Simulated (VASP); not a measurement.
Set up this calculation in VASP 6.6.1, as the native input.

| Quantity | Value |
| --- | --- |
| Task | relaxation of cell and atoms |
| Functional | r2SCAN |
| Potentials or basis | VASP PAW PBE potentials, release 64 (Si, C) |
| Cutoff | 600 eV |
| k mesh | 12 × 12 × 6 |
| Occupations | fermi-dirac, width 0.02 eV |
| Spin | no spin polarisation |
| Dipole correction | no |
| Further INCAR settings | ALGO = Normal; EDIFF = 1e-06; IBRION = 2; EDIFFG = -0.005; NSW = 80; ISIF = 3 |

SiC:

```
Si C
1.0
     3.16486    0.00000    0.00000
    -1.58243    2.74085    0.00000
     0.00000    0.00000    4.87014
Si C
2 2
Cartesian
  0.0000 1.8272 1.2175
  1.5824 0.9136 3.6526
  1.5824 0.9136 1.2175
  0.0000 1.8272 3.6526
```

The input as run:

POSCAR

```
SiC
1.0
    3.1648623131      0.0000000000      0.0000000000
   -1.5824311565      2.7408511626      0.0000000000
    0.0000000000      0.0000000000      4.8701422910
Si C
2 2
Direct
    0.3333333333      0.6666666667      0.2500000000
    0.6666666667      0.3333333333      0.7500000000
    0.6666666667      0.3333333333      0.2500000000
    0.3333333333      0.6666666667      0.7500000000
```

INCAR.step1

```
  PREC = Accurate
  ENCUT = 600
  ISMEAR = -1
  SIGMA = 0.02
  LREAL = F
  LASPH = T
  NELM = 80
  GGA = PE
  ALGO = Normal
  EDIFF = 1E-4
  LWAVE = T
  LCHARG = F
```

INCAR.step2

```
  PREC = Accurate
  ENCUT = 600
  EDIFF = 1E-6
  ISMEAR = -1
  SIGMA = 0.02
  LREAL = F
  LASPH = T
  NELM = 80
  ALGO = Normal
  ISIF = 3
  LWAVE = F
  LCHARG = F
  METAGGA = R2SCAN
  LMIXTAU = T
  IBRION = 2
  NSW = 80
  EDIFFG = -0.005
  ISTART = 1
```

KPOINTS

```
Automatic mesh
0
Gamma
  12 12 6
```

Potentials or basis: VASP PAW PBE potentials, release 64 (Si, C).

The run is started by

```bash
$ cat potpaw_PBE.64/Si/POTCAR potpaw_PBE.64/C/POTCAR > POTCAR
$ cp INCAR.step1 INCAR
$ mpirun -np 1 vasp_std > vasp.out
$ cp INCAR.step2 INCAR
$ mpirun -np 1 vasp_std > vasp.out
```

It gave:

```json
{"Relaxed volume": "10.52 Å³/atom", "Relaxed cell": "a = 3.134 Å, b = 3.134 Å, c = 4.949 Å, α = 90.00°, β = 90.00°, γ = 120.00°", "Space group after relaxing (to 0.05 Å)": "P6_3/mmc (No. 194)", "Energy gained by relaxing": "3.3 meV/atom", "Ionic steps": "10", "Pressure after relaxing": "0.0 GPa", "Band gap on the k mesh": "0.19 eV, indirect (least direct gap 1.99 eV)"}
```

Caveat: the PAW data sets were made with another functional, which shifts forces and pressure a little.

Run time: 8.2 min on 1 thread of Intel(R) Xeon(R) 6975P-C (Granite Rapids), with other jobs on the host, peak memory 0.21 GiB.
